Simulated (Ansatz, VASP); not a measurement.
Hg in VASP and in Ansatz

```
Hg
1.0
     0.00000    2.39191    2.39191
     2.39191    0.00000    2.39191
     2.39191    2.39191    0.00000
Hg
1
Direct
  0.79000 0.11600 0.51500
```

Alike in both runs: task single point; functional PBE; k mesh 8 × 8 × 8; occupations gaussian, width 0.1 eV; no spin polarisation.

```csv
,VASP,Ansatz
version,VASP 6.6.1,Ansatz 0.2.0
potentials or method,"VASP PAW PBE potentials, release 64 (Hg), cutoff 500 eV","scalar-relativistic, plane waves, PAW"
valence electrons in the cell,12,20
```

```csv
,VASP,Ansatz,Ansatz less VASP
gap on the k mesh at the Fermi level (eV),none,none,-
pressure (GPa),1.9,1.8,-0.14
```

A gap of «none» marks a metal or a gap that the smearing closes. VASP's potentials hold 12 valence electrons a cell and Ansatz's 20, so a difference there can come from the potentials and not from the codes.

Neither program's run includes spin-orbit coupling.
